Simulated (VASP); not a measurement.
Here is a VASP 6.6.1 calculation.

The input INCAR:

```
SYSTEM = TaN
PREC = Accurate
ENCUT = 520
EDIFF = 1E-6
ISMEAR = -1
SIGMA = 0.1
LREAL = .FALSE.
LASPH = .TRUE.
NELM = 60
ALGO = Normal
ISIF = 2
LWAVE = .FALSE.
LCHARG = .FALSE.
GGA = PS
NBANDS = 15
```

File KPOINTS:

```
Automatic mesh
0
G
  9 9 8
  0 0 0
```

The input POSCAR:

```
TaN
1.0
    3.0143455988      0.0000000000      0.0000000000
   -1.5071727994      2.6105002375      0.0000000000
    0.0000000000      0.0000000000      2.9579163926
Ta N
1 1
Direct
    0.3333333333      0.6666666667      0.5000000000
    0.0000000000      0.0000000000      0.0000000000
```

Potentials or basis: VASP PAW PBE potentials, release 64 (Ta_pv, N).

Command:

```console
$ cat potpaw_PBE.64/Ta_pv/POTCAR potpaw_PBE.64/N/POTCAR > POTCAR
$ mpirun -np 1 vasp_std > vasp.out
```

Task: What does it give for the band gap on the k mesh?

Result: Zero (band 8 reaches 7.44 eV, above the bottom of band 9 at 7.22 eV).

Task: Predict the pressure.

Result: -26.6 GPa.

Stress tensor (GPa, compression positive):
```
-25.75   0.00   0.00
  0.00 -25.75   0.00
  0.00   0.00 -28.25
```

Caveat: the PAW data sets were made with another functional, which shifts forces and pressure a little; spin-orbit coupling is left out, which moves the levels of the heavy elements.
